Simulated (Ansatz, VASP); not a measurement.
## CdF2: VASP beside Ansatz

```
Cd F
1.0
     0.00000    2.65759    2.65759
     2.65759    0.00000    2.65759
     2.65759    2.65759    0.00000
Cd F
1 2
Direct
  0.00000 0.00000 0.00000
  0.75000 0.75000 0.75000
  0.25000 0.25000 0.25000
```

Change from the starting cell: volume scaled by 0.96.

Alike in both runs: task single point; functional PBEsol; k mesh 9 × 9 × 9; occupations fermi-dirac, width 0.05 eV; no spin polarisation.

|  | VASP | Ansatz |
| --- | --- | --- |
| version | VASP 6.6.1 | Ansatz 0.2.0 |
| potentials or method | VASP PAW PBE potentials, release 64 (Cd, F), cutoff 520 eV | all-electron LAPW, scalar-relativistic |

VASP gave:

```
gap on the k mesh at the Fermi level (eV) : 3.07
least direct gap on the mesh (eV)         : 3.48
pressure (GPa)                            : 5.6
```

Task: Which values does Ansatz return?

Result: gap on the k mesh at the Fermi level (eV): 3.10; least direct gap on the mesh (eV): 3.51; pressure (GPa): 4.6.

VASP's potentials were made for PBE, not for PBEsol. Ansatz ran all-electron here, and VASP with PAW potentials.
